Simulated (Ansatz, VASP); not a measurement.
## Sn: VASP beside Ansatz

INCAR

```
  PREC = Accurate
  ENCUT = 520
  EDIFF = 1E-6
  ISMEAR = 0
  SIGMA = 0.1
  LREAL = F
  LASPH = T
  NELM = 100
  ALGO = Fast
  ISIF = 2
  LWAVE = F
  LCHARG = F
  GGA = PE
  NBANDS = 58
```

File KPOINTS:

```
Automatic mesh
0
Gamma
  6 6 6
```

POSCAR

```
Sn
1.0
    6.0919910674      0.0000000000      0.0000000000
    0.0000000000      6.0919910674      0.0000000000
    0.0000000000      0.0000000000      6.0919910674
Sn
7
Direct
    0.5000000000      0.5000000000      0.0000000000
    0.0000000000      0.5000000000      0.5000000000
    0.5000000000      0.0000000000      0.5000000000
    0.5000000000      0.5000000000      0.5000000000
    0.5000000000      0.0000000000      0.0000000000
    0.0000000000      0.5000000000      0.0000000000
    0.0000000000      0.0000000000      0.5000000000
```

Input for Ansatz:

```yaml
crystal:
  lattice:
    - [6.0919910674, 0.0, 0.0]
    - [0.0, 6.0919910674, 0.0]
    - [0.0, 0.0, 6.0919910674]
  atoms:
    - { symbol: Sn, position: [0.5, 0.5, 0.0] }
    - { symbol: Sn, position: [0.0, 0.5, 0.5] }
    - { symbol: Sn, position: [0.5, 0.0, 0.5] }
    - { symbol: Sn, position: [0.5, 0.5, 0.5] }
    - { symbol: Sn, position: [0.5, 0.0, 0.0] }
    - { symbol: Sn, position: [0.0, 0.5, 0.0] }
    - { symbol: Sn, position: [0.0, 0.0, 0.5] }
basis:
  ecutwfc: 420
kpoints:
  mp_grid: { grid: [6, 6, 6] }
  band_path:
    path:
      - [[0.0, 0.0, 0.0], [0.0, 0.5, 0.0], [0.5, 0.5, 0.0], [0.0, 0.0, 0.0], [0.5, 0.5, 0.5], [0.0, 0.5, 0.0]]
      - [[0.5, 0.5, 0.5], [0.5, 0.5, 0.0]]
    npoints: 14
hamiltonian:
  xc: pbe
scf:
  occupations: { method: gaussian, width: 0.1 }
  n_extra_bands: 17
output:
  forces: true
  stress: true
  eigenvalues: true
  populations: true
  dos: { projected: true, de: 0.02, nscf_kmesh: { grid: [8, 8, 8] } }
  bader: true
  write_density: true
  write_potential: true
  elf: true
  volumetric_format: npy
```

Alike in both runs: task single point; functional PBE; k mesh 6 × 6 × 6; occupations gaussian, width 0.1 eV; no spin polarisation.

```csv
,VASP,Ansatz
version,VASP 6.6.1,Ansatz 0.2.0
potentials or method,"VASP PAW PBE potentials, release 64 (Sn_d), cutoff 520 eV","scalar-relativistic, plane waves, PAW"
valence electrons in the cell,98,98
```

```tsv
	VASP	Ansatz	Ansatz less VASP
gap on the k mesh at the Fermi level (eV)	none	none	-
pressure (GPa)	-0.1	0.0	+0.05
```

A gap of «none» marks a metal or a gap that the smearing closes. With one functional, cell and mesh, what is left measures potentials, basis and numerics.
